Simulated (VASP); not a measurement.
Set up this calculation in VASP 6.6.1, as the native input.

| Property | Result |
| --- | --- |
| Task | single point |
| Functional | PBE |
| Potentials or basis | VASP PAW PBE potentials, release 64 (Se, Ca_sv) |
| Cutoff | 520 eV |
| k mesh | 8 × 8 × 8 |
| Occupations | fermi-dirac, width 0.05 eV |
| Spin | no spin polarisation |
| Dipole correction | no |
| Further INCAR settings | ALGO = Normal; EDIFF = 1e-06; NBANDS = 15 |

The structure of CaSe lies in POSCAR:

```
CaSe
1.0
    0.0000000000      2.9560000000      2.9560000000
    2.9560000000      0.0000000000      2.9560000000
    2.9560000000      2.9560000000      0.0000000000
Se Ca
1 1
Direct
    0.5000000000      0.5000000000      0.5000000000
    0.0000000000      0.0000000000      0.0000000000
```

The input as run:

INCAR

```
PREC = Accurate
ENCUT = 520
EDIFF = 1E-6
ISMEAR = -1
SIGMA = 0.05
LREAL = F
LASPH = T
NELM = 100
ALGO = Normal
ISIF = 2
LWAVE = F
LCHARG = F
GGA = PE
NBANDS = 15
```

KPOINTS

```
regular mesh
0
Gamma
  8 8 8
```

Potentials or basis: VASP PAW PBE potentials, release 64 (Se, Ca_sv).

The run is started by

```sh
$ cat potpaw_PBE.64/Se/POTCAR potpaw_PBE.64/Ca_sv/POTCAR > POTCAR
$ mpirun -np 1 vasp_std > vasp.out
```

It gave:

The pressure is 1.3 GPa. The band gap on the k mesh is 2.02 eV, indirect (least direct gap 2.96 eV).

Run time: 7.9 s on 1 thread of Intel(R) Xeon(R) 6975P-C (Granite Rapids) (shared host), peak memory 0.18 GiB.
